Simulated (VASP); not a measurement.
# ZrB2 (P6/mmm) in VASP: further runs

The runs below take ZrB2 through single point, with PBEsol.

Everything below comes from runs of VASP 6.6.1. Logs are shortened: lines on timing, memory, paths and dates and some standing lists are left out, and cuts for length are marked.

## (1) The cell of the first run

It takes space group P6/mmm (No. 191, hexagonal). Conventional cell: a = 3.186 Å, b = 3.186 Å, c = 3.448 Å, α = 90.00°, β = 90.00°, γ = 120.00°. Zr (site symmetry 6/mmm) has 12 B at 2.52 Å and 6 Zr at 3.19 Å within 3.3 Å. B (site symmetry -6m2) has 3 B at 1.84 Å within 2.4 Å.

## (2) Single point, PBEsol

Input file INCAR:

```
SYSTEM = ZrB2
PREC = Accurate ; ENCUT = 520
EDIFF = 1E-6 ; ISMEAR = 0
SIGMA = 0.15 ; LREAL = .FALSE.
LASPH = .TRUE. ; NELM = 80
ALGO = Normal ; ISIF = 2
LWAVE = .FALSE. ; LCHARG = .FALSE.
GGA = PS ; NBANDS = 16
```

Input file KPOINTS:

```
Automatic mesh
0
G
  15 15 12
  0 0 0
```

Input file POSCAR:

```
ZrB2
1.0
    3.1864000000      0.0000000000      0.0000000000
   -1.5932000000      2.7595033466      0.0000000000
    0.0000000000      0.0000000000      3.4483000000
Zr B
1 2
Direct
    0.0000000000      0.0000000000      0.0000000000
    0.3333333333      0.6666666667      0.5000000000
    0.6666666667      0.3333333333      0.5000000000
```

Potentials or basis: VASP PAW PBE potentials, release 64 (Zr_sv, B).

Launch:

```bash
$ cat potpaw_PBE.64/Zr_sv/POTCAR potpaw_PBE.64/B/POTCAR > POTCAR
$ mpirun -np 1 vasp_std > vasp.out
```

OUTCAR:

```text
SYSTEM = ZrB2
   PREC = Accurate
   ENCUT = 520
   EDIFF = 1E-6
   ISMEAR = 0
   LREAL = .FALSE.
   LASPH = .TRUE.
   NELM = 80
   ISIF = 2
   GGA = PS

 ion  position               nearest neighbor table
   1  0.000  0.000  0.000-   2 2.52   3 2.52   2 2.52   3 2.52   2 2.52   2 2.52   3 2.52   3 2.52
                             3 2.52   3 2.52   2 2.52   2 2.52
   2  0.333  0.667  0.500-   3 1.84   3 1.84   3 1.84   1 2.52   1 2.52   1 2.52   1 2.52   1 2.52
                             1 2.52
   3  0.667  0.333  0.500-   2 1.84   2 1.84   2 1.84   1 2.52   1 2.52   1 2.52   1 2.52   1 2.52
                             1 2.52

  LATTYP: Found a hexagonal cell.
 ALAT       =     3.1864000000
 C/A-ratio  =     1.0821930705

  Lattice vectors:

 A1 = (   3.1864000000,   0.0000000000,   0.0000000000)
 A2 = (  -1.5932000000,   2.7595033466,   0.0000000000)
 A3 = (   0.0000000000,   0.0000000000,   3.4483000000)

Analysis of symmetry for initial positions (statically):
=====================================================================
 Subroutine PRICEL returns:
 Original cell was already a primitive cell.

 Routine SETGRP: Setting up the symmetry group for a
 hexagonal supercell.

 Subroutine GETGRP returns: Found 24 space group operations
 (whereof 24 operations were pure point group operations)
 out of a pool of 24 trial point group operations.

The static configuration has the point symmetry D_6h.

Analysis of symmetry for dynamics (positions and initial velocities):
=====================================================================
 Subroutine PRICEL returns:
 Original cell was already a primitive cell.

 Routine SETGRP: Setting up the symmetry group for a
 hexagonal supercell.

 Subroutine GETGRP returns: Found 24 space group operations
 (whereof 24 operations were pure point group operations)
 out of a pool of 24 trial point group operations.

The dynamic configuration has the point symmetry D_6h.

 Subroutine INISYM returns: Found 24 space group operations
 (whereof 24 operations are pure point group operations),
 and found     1 'primitive' translations

----------------------------------------------------------------------------------------

                                     Primitive cell

  volume of cell :      30.3205

  direct lattice vectors                    reciprocal lattice vectors
     3.186400000  0.000000000  0.000000000     0.313833794  0.181192025  0.000000000
    -1.593200000  2.759503347  0.000000000     0.000000000  0.362384050  0.000000000
     0.000000000  0.000000000  3.448300000     0.000000000  0.000000000  0.289997970

  length of vectors
     3.186400000  3.186400000  3.448300000     0.362384050  0.362384050  0.289997970

  position of ions in fractional coordinates (direct lattice)
     0.000000000  0.000000000  0.000000000
     0.333333333  0.666666667  0.500000000
     0.666666667  0.333333333  0.500000000

  ion indices of the primitive-cell ions
   primitive index   ion index
                 1           1
                 2           2
                 3           3

----------------------------------------------------------------------------------------

 KPOINTS: Automatic mesh

Automatic generation of k-mesh.
 Grid dimensions read from file:
 generate k-points for:   15   15   12

 Generating k-lattice:

  Cartesian coordinates                     Fractional coordinates (reciprocal lattice)
     0.020922253  0.012079468  0.000000000     0.066666667  0.000000000  0.000000000
     0.000000000  0.024158937  0.000000000     0.000000000  0.066666667  0.000000000
     0.000000000  0.000000000  0.024166498     0.000000000  0.000000000  0.083333333

  Length of vectors
     0.024158937  0.024158937  0.024166498

  Shift w.r.t. Gamma in fractional coordinates (k-lattice)
     0.000000000  0.000000000  0.000000000

 Subroutine IBZKPT returns following result:
 ===========================================

 Found    189 irreducible k-points:

 Following reciprocal coordinates:
            Coordinates               Weight
  0.000000  0.000000  0.000000      1.000000
  0.066667 -0.000000  0.000000      6.000000
  0.133333  0.000000  0.000000      6.000000
  0.200000  0.000000  0.000000      6.000000
  0.266667  0.000000  0.000000      6.000000
  0.333333 -0.000000  0.000000      6.000000
[... 16 lines left out ...]
  0.333333  0.200000  0.000000     12.000000
  0.400000  0.200000  0.000000      6.000000
 [... further k-points ...]
   k-points           NKPTS =    189   k-points in BZ     NKDIM =    189   number of bands    NBANDS=     16
   number of dos      NEDOS =    301   number of ions     NIONS =      3
   total plane-waves  NPLWV =  16128
   dimension x,y,z NGX =    24 NGY =   24 NGZ =   28
   dimension x,y,z NGXF=    48 NGYF=   48 NGZF=   56
   ions per type =               1   2
   NGX,Y,Z   is equivalent  to a cutoff of  12.52, 12.52, 13.50 a.u.
[... 36 lines left out ...]
   GGA     = PS    functional components
   LHFCALC =     F    Hartree Fock is set to
   AEXX    =    0.0000 exact exchange contribution
   IVDW    =     0    specifies the selected vdW correction
   LEPSILON=     F    determine dielectric tensor
   LRPA    =     F    only Hartree local field effects (RPA)
 non-spin polarized calculation
 Gauss-broadening in eV      SIGMA  =   0.15
  energy-cutoff  :      520.00
  volume of cell :       30.32
 maximum number of plane-waves:       832
 NGX is ok and might be reduce to    24
   NGX = 11   NGY = 11   NGZ = 13

 number of electron      18.0000000 magnetization

 Free energy of the ion-electron system (eV)
  ---------------------------------------------------
  ext. energy  EPLUGINS =         0.00000000
  ---------------------------------------------------
  free energy    TOTEN  =       -26.38805771 eV

  energy without entropy =      -26.38515610  energy(sigma->0) =      -26.38660691

 E-fermi :  10.5932     XC(G=0): -12.6073

 val. band max:       10.5779543848   @ k =   0.0667  -0.0000   0.2500
 cond. band min:      10.6273861848   @ k =   0.0000   0.0000   0.5000
 fundamental gap:      0.0494318000
 Fermi energy:        10.5931713196

 k-point     1 :       0.0000    0.0000    0.0000
  band No.  band energies     occupation
      1     -37.8264      2.00000
      2     -16.0392      2.00000
      3     -15.5210      2.00000
      4     -15.5210      2.00000
      5      -2.1374      2.00000
      6       7.7325      2.00000
[... 8 lines left out ...]
     15      15.5803      0.00000
     16      15.5803      0.00000

 k-point     2 :       0.0667   -0.0000    0.0000
  band No.  band energies     occupation
      1     -37.8216      2.00000
      2     -16.0320      2.00000
      3     -15.5646      2.00000
      4     -15.5304      2.00000
      5      -2.0468      2.00000
      6       7.4741      2.00000
[... 8 lines left out ...]
     15      16.1778      0.00000
     16      16.3653      0.00000

 k-point     3 :       0.1333    0.0000    0.0000
  band No.  band energies     occupation
      1     -37.8079      2.00000
      2     -16.0114      2.00000
      3     -15.6860      2.00000
      4     -15.5569      2.00000
      5      -1.7824      2.00000
      6       6.8183      2.00000
[... 8 lines left out ...]
     15      16.7217      0.00000
     16      17.5509      0.00000

 k-point     4 :       0.2000    0.0000    0.0000
  band No.  band energies     occupation
      1     -37.7877      2.00000
      2     -15.9809      2.00000
      3     -15.8603      2.00000
      4     -15.5957      2.00000
      5      -1.3635      2.00000
      6       5.9674      2.00000
[... 8 lines left out ...]
     15      17.4161      0.00000
     16      17.9381      0.00000
[... 324 lines left out ...]
 k-point    22 :       0.2667    0.2000    0.0000
  band No.  band energies     occupation
      1     -37.7199      2.00000
      2     -16.2757      2.00000
      3     -15.8783      2.00000
      4     -15.8654      2.00000
      5       0.6923      2.00000
      6       3.8402      2.00000
[... 8 lines left out ...]
     15      18.5540      0.00000
     16      20.4274      0.00000

 k-point    23 :       0.3333    0.2000    0.0000
  band No.  band energies     occupation
      1     -37.7086      2.00000
      2     -16.3275      2.00000
      3     -15.9244      2.00000
      4     -15.8611      2.00000
      5       1.4568      2.00000
      6       3.0973      2.00000
[... 8 lines left out ...]
     15      19.6672      0.00000
     16      20.5031      0.00000

 k-point    24 :       0.4000    0.2000    0.0000
  band No.  band energies     occupation
      1     -37.7046      2.00000
      2     -16.3449      2.00000
      3     -15.9460      2.00000
      4     -15.8550      2.00000
      5       2.1891      2.00000
      6       2.3635      2.00000
[... 8 lines left out ...]
     15      20.1809      0.00000
     16      20.2649      0.00000

 [... further k-points ...]

------------------------ aborting loop because EDIFF is reached ----------------------------------------

  FORCE on cell =-STRESS in cart. coord.  units (eV):
  Direction    XX          YY          ZZ          XY          YZ          ZX
  --------------------------------------------------------------------------------------
  -------------------------------------------------------------------------------------
  Total       -0.7170830     -0.7170830      1.0173201      0.0000000      0.0000000      0.0000000
  in kB      -37.8916712    -37.8916712     53.7566196      0.0000000      0.0000000      0.0000000
  external PRESSURE =      -7.3422410 kB  Pullay stress =       0.0000000 kB

 VOLUME and BASIS-vectors are now :
 -----------------------------------------------------------------------------
  energy-cutoff  :      520.00
  volume of cell :       30.32
      direct lattice vectors                 reciprocal lattice vectors
     3.186400000  0.000000000  0.000000000     0.313833794  0.181192025  0.000000000
    -1.593200000  2.759503347  0.000000000     0.000000000  0.362384050  0.000000000
     0.000000000  0.000000000  3.448300000     0.000000000  0.000000000  0.289997970

 POSITION                                       TOTAL-FORCE (eV/Angst)
 -----------------------------------------------------------------------------------
      0.00000      0.00000      0.00000         0.000000     -0.000000     -0.000000
     -0.00000      1.83967      1.72415        -0.000000      0.000000     -0.000000
      1.59320      0.91983      1.72415         0.000000     -0.000000      0.000000
 -----------------------------------------------------------------------------------
    total drift:                               -0.000000      0.000000      0.000000

  FREE ENERGIE OF THE ION-ELECTRON SYSTEM (eV)
  ---------------------------------------------------
  free  energy   TOTEN  =       -26.3880577144 eV

  energy  without entropy=      -26.3851561003  energy(sigma->0) =      -26.38660691
```

Run time: 27 s. Hardware: 1 thread of Intel Xeon 6975P-C (Granite Rapids), shared host; peak memory 0.21 GiB.

Results:

```yaml
Free_energy: -26.3881 eV
Pressure: -0.7 GPa
Band_gap_on_the_k_mesh: zero (bands 9 and 10 overlap by 0.75 eV)
```

Caveat: the PAW data sets were made with another functional, which shifts forces and pressure a little.

## (3) Single point, PBEsol

This run uses another cell than the first one, of 10.13 Å³/atom.

Input file INCAR:

```
SYSTEM = ZrB2
ALGO = Normal
EDIFF = 1E-6
ENCUT = 520
GGA = PS
ISIF = 2
ISMEAR = 0
LASPH = .True.
LCHARG = .True.
LELF = .True.
LREAL = .False.
LVHAR = .True.
LWAVE = .False.
NBANDS = 16
NELM = 80
PREC = Accurate
SIGMA = 0.15
```

Input file KPOINTS:

```
k-points
0
Gamma
  15 15 12
  0 0 0
```

Input file POSCAR:

```
ZrB2
1.0
    3.2179000000      0.0000000000      0.0000000000
   -1.6089500000      2.7867831468      0.0000000000
    0.0000000000      0.0000000000      3.3899000000
Zr B
1 2
Direct
    0.0000000000      0.0000000000      0.0000000000
    0.3333333333      0.6666666667      0.5000000000
    0.6666666667      0.3333333333      0.5000000000
```

Potentials or basis: VASP PAW PBE potentials, release 64 (Zr_sv, B).

Launch:

```bash
$ cat potpaw_PBE.64/Zr_sv/POTCAR potpaw_PBE.64/B/POTCAR > POTCAR
$ mpirun -np 1 vasp_std > vasp.out
```

Wall time 28 s (1 thread of Intel Xeon 6975P-C (Granite Rapids), shared host); peak memory 0.21 GiB.

Results (log left out):

```yaml
Free_energy: -26.3412 eV
Pressure: -1.5 GPa
Band_gap_on_the_k_mesh: zero (bands 9 and 10 overlap by 0.82 eV)
```

Stress tensor (GPa, compression positive):
```
-7.54  0.00  0.00
 0.00 -7.54  0.00
 0.00  0.00 10.46
```

Levels at points of the mesh, in eV from the Fermi level:
```tsv
k point	band 5	band 6	band 7	band 8	band 9	band 10	band 11	band 12	band 13	band 14
(0.00, 0.00, 0.00)	-12.68	-3.04	-3.04	-2.51	-1.86	3.44	3.44	4.18	4.72	4.72
(0.00, 0.00, 0.50)	-10.36	-6.98	-1.17	-1.17	-0.21	-0.21	0.75	0.75	2.82	4.53
```

Caveat: the PAW data sets were made with another functional, which shifts forces and pressure a little.

## (4) Single point, PBEsol

This run uses another cell than the first one, of 10.20 Å³/atom.

Input file INCAR:

```
SYSTEM = ZrB2
PREC = Accurate ; ENCUT = 520
EDIFF = 1E-7 ; ISMEAR = 0
SIGMA = 0.15 ; LREAL = .FALSE.
LASPH = .TRUE. ; NELM = 100
ALGO = Normal ; ISIF = 2
LWAVE = .FALSE. ; LCHARG = .FALSE.
GGA = PS ; NBANDS = 16
```

Input file KPOINTS:

```
Automatic mesh
0
G
  15 15 12
  0 0 0
```

Input file POSCAR:

```
ZrB2
1.0
    3.1233000000      0.0000000000      0.0000000000
   -1.5616500000      2.7048571436      0.0000000000
    0.0000000000      0.0000000000      3.6236000000
Zr B
1 2
Direct
    0.0000000000      0.0000000000      0.0000000000
    0.3333333333      0.6666666667      0.5000000000
    0.6666666667      0.3333333333      0.5000000000
```

Launch:

```bash
$ cat potpaw_PBE.64/Zr_sv/POTCAR potpaw_PBE.64/B/POTCAR > POTCAR
$ mpirun -np 1 vasp_std > vasp.out
```

It took 29 s on 1 thread of Intel Xeon 6975P-C (Granite Rapids), shared host; peak memory 0.21 GiB.

It converged, with:

```
Free energy            : -26.3627 eV
Pressure               : -2.0 GPa
Band gap on the k mesh : zero (bands 9 and 10 overlap by 1.07 eV)
```

Stress tensor (GPa, compression positive):
```
  2.79   0.00   0.00
  0.00   2.79   0.00
  0.00   0.00 -11.63
```

Levels at points of the mesh, in eV from the Fermi level:
```
           k point  band 5  band 6  band 7  band 8  band 9  band 10  band 11  band 12  band 13  band 14
(0.00, 0.00, 0.00)  -12.72   -2.71   -2.58   -2.30   -2.30     3.50     3.50     3.95     3.95     5.50
(0.00, 0.00, 0.50)  -10.79   -6.96   -0.71   -0.71    0.74     0.74     0.83     0.83     1.22     5.53
```

Caveat: the PAW data sets were made with another functional, which shifts forces and pressure a little.

## (5) Single point, PBEsol

This run uses another cell than the first one, of 10.16 Å³/atom.

Input file INCAR:

```
SYSTEM = ZrB2
PREC = Accurate
ENCUT = 520
EDIFF = 1E-6
ISMEAR = 0
SIGMA = 0.15
LREAL = .FALSE.
LASPH = .TRUE.
NELM = 60
ALGO = Normal
ISIF = 2
LWAVE = .FALSE.
LCHARG = .FALSE.
GGA = PS
NBANDS = 16
```

KPOINTS is that of step 4.

Input file POSCAR:

```
ZrB2
1.0
    3.0917000000      0.0000000000      0.0000000000
   -1.5458500000      2.6774907409      0.0000000000
    0.0000000000      0.0000000000      3.6821000000
Zr B
1 2
Direct
    0.0000000000      0.0000000000      0.0000000000
    0.3333333333      0.6666666667      0.5000000000
    0.6666666667      0.3333333333      0.5000000000
```

Launch:

```bash
$ cat potpaw_PBE.64/Zr_sv/POTCAR potpaw_PBE.64/B/POTCAR > POTCAR
$ mpirun -np 1 vasp_std > vasp.out
```

Wall time 26 s (1 thread of Intel Xeon 6975P-C (Granite Rapids), shared host); peak memory 0.21 GiB.

The run converged. Its results:

```yaml
Free_energy: -26.3001 eV
Pressure: -0.3 GPa
Band_gap_on_the_k_mesh: zero (bands 9 and 10 overlap by 1.10 eV)
```

Stress tensor (GPa, compression positive):
```
  7.58   0.00   0.00
  0.00   7.58   0.00
  0.00   0.00 -16.11
```

Levels at points of the mesh, in eV from the Fermi level:
| k point | band 5 | band 6 | band 7 | band 8 | band 9 | band 10 | band 11 | band 12 | band 13 | band 14 |
| --- | --- | --- | --- | --- | --- | --- | --- | --- | --- | --- |
| (0.00, 0.00, 0.00) | -12.74 | -2.77 | -2.74 | -2.09 | -2.09 | 3.58 | 3.58 | 3.80 | 3.80 | 5.76 |
| (0.00, 0.00, 0.50) | -10.89 | -6.96 | -0.55 | -0.55 | 0.85 | 0.86 | 0.86 | 1.03 | 1.03 | 5.86 |

Caveat: the PAW data sets were made with another functional, which shifts forces and pressure a little.

## (6) Single point, PBEsol

This run uses another cell than the first one, of 10.28 Å³/atom.

Input file INCAR:

```
PREC = Accurate ; ENCUT = 520
EDIFF = 1E-6 ; ISMEAR = 0
SIGMA = 0.15 ; LREAL = F
LASPH = T ; NELM = 100
ALGO = Normal ; ISIF = 2
LWAVE = F ; LCHARG = T
GGA = PS ; LELF = T
LVHAR = T ; NBANDS = 16
```

Input file KPOINTS:

```
Automatic mesh
0
Gamma
  15 15 12
```

Input file POSCAR:

```
ZrB2
1.0
    3.1864000000      0.0000000000      0.0000000000
   -1.5932000000      2.7595033466      0.0000000000
    0.0000000000      0.0000000000      3.5067416443
Zr B
1 2
Direct
    0.0000000000      0.0000000000      0.0000000000
    0.3333333333      0.6666666667      0.5000000000
    0.6666666667      0.3333333333      0.5000000000
```

Potentials or basis: VASP PAW PBE potentials, release 64 (Zr_sv, B).

Launch:

```bash
$ cat potpaw_PBE.64/Zr_sv/POTCAR potpaw_PBE.64/B/POTCAR > POTCAR
$ mpirun -np 1 vasp_std > vasp.out
```

It took 28 s on 1 thread of Intel Xeon 6975P-C (Granite Rapids), shared host; peak memory 0.21 GiB.

It converged, with:

* Free energy: -26.3935 eV
* Pressure: -4.6 GPa
* Band gap on the k mesh: zero (bands 9 and 10 overlap by 0.87 eV)

Stress tensor (GPa, compression positive):
```
-5.86  0.00  0.00
 0.00 -5.86  0.00
 0.00  0.00 -2.14
```

Levels at points of the mesh, in eV from the Fermi level:
```csv
k point,band 5,band 6,band 7,band 8,band 9,band 10,band 11,band 12,band 13,band 14
"(0.00, 0.00, 0.00)",-12.67,-2.70,-2.70,-2.57,-2.22,3.38,3.38,4.29,4.29,4.72
"(0.00, 0.00, 0.50)",-10.57,-6.95,-0.99,-0.99,0.20,0.20,0.77,0.77,2.03,4.93
```

Caveat: the cell stands under tension; the PAW data sets were made with another functional, which shifts forces and pressure a little.

## (7) Summary

```csv
cell,gap on the mesh (eV),pressure (GPa)
"a = 3.186, b = 3.186, c = 3.448 Å, angles 90.0, 90.0, 120.0°, 3 atoms",none,-0.7
"a = 3.218, b = 3.218, c = 3.390 Å, angles 90.0, 90.0, 120.0°, 3 atoms",none,-1.5
"a = 3.123, b = 3.123, c = 3.624 Å, angles 90.0, 90.0, 120.0°, 3 atoms",none,-2.0
"a = 3.092, b = 3.092, c = 3.682 Å, angles 90.0, 90.0, 120.0°, 3 atoms",none,-0.3
"a = 3.186, b = 3.186, c = 3.507 Å, angles 90.0, 90.0, 120.0°, 3 atoms",none,-4.6
```

Alike in all rows: task single point; level PBEsol; potentials or basis VASP PAW PBE potentials, release 64 (Zr_sv, B); no spin polarisation; k mesh 15 × 15 × 12; cutoff (eV) 520; smearing gaussian 0.15 eV.

Caveats: the PAW data sets were made with another functional, which shifts forces and pressure a little; the cell stands under tension (at least some runs).

Total energies depend on the potentials used, so only differences within one code and one set of settings carry meaning.
